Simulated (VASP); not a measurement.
Runs of VASP 6.6.1 on KTaO3. The structure is that of space group Pm-3m (No. 221), or close to it. The cells are those of the table. 

```csv
cell,gap on the mesh (eV),pressure (GPa)
"a = 3.789, b = 3.988, c = 3.988 Å, 5 atoms",2.19,19.7
"a = 3.889, b = 3.988, c = 3.988 Å, 5 atoms",(a),12.1
"a = 4.188, b = 3.988, c = 3.988 Å, 5 atoms",2.01,(b)
"a = 4.088, b = 3.988, c = 3.988 Å, 5 atoms",2.10,1.3
```

Alike in all rows: task single point; level PBE; potentials or basis VASP PAW PBE potentials, release 64 (K_sv, Ta_pv, O); no spin polarisation; k mesh 8 × 8 × 8; cutoff (eV) 520; smearing gaussian 0.05 eV.

Q: Fill in the values left out.

A: (a) 2.18; (b) -2.6.

Caveats: spin-orbit coupling is left out, which moves the levels of the heavy elements.

A k mesh can miss the band edges, and the runs leave out spin-orbit coupling on Ta.
